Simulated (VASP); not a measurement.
Input of a VASP 6.6.1 run:

The input INCAR:

```
SYSTEM = SrCl2
PREC     = Accurate       ! precision mode
ENCUT    = 520            ! plane-wave cutoff, eV
EDIFF    = 1E-7           ! SCF threshold, eV
ISMEAR   = 0              ! smearing method
SIGMA    = 0.05           ! smearing width, eV
LREAL    = .False.        ! projectors in reciprocal space
LASPH    = .True.         ! aspherical terms in the spheres
NELM     = 80             ! most SCF steps
ALGO     = Normal         ! electronic algorithm
ISIF     = 2              ! what is computed and relaxed
LWAVE    = .False.        ! write WAVECAR
LCHARG   = .False.        ! write CHGCAR
GGA      = PE             ! functional
NBANDS   = 19             ! bands
```

Contents of KPOINTS:

```
regular mesh
0
Gamma
  6 6 6
  0 0 0
```

File POSCAR:

```
SrCl2
1.0
    0.0000000000      3.5914037257      3.6495844661
    3.5914037257      0.0000000000      3.6495844661
    3.5914037257      3.5914037257      0.0000000000
Sr Cl
1 2
Direct
    0.0000000000      0.0000000000      0.0000000000
    0.2500000000      0.2500000000      0.2500000000
    0.7500000000      0.7500000000      0.7500000000
```

Potentials or basis: VASP PAW PBE potentials, release 64 (Sr_sv, Cl).

Run with:

```console
$ cat potpaw_PBE.64/Sr_sv/POTCAR potpaw_PBE.64/Cl/POTCAR > POTCAR
$ mpirun -np 1 vasp_std > vasp.out
```

(1) Estimate the band gap on the k mesh.

(2) Predict the pressure.

Answers

(1) 4.91 eV, indirect (least direct gap 5.20 eV).

(2) -2.1 GPa.
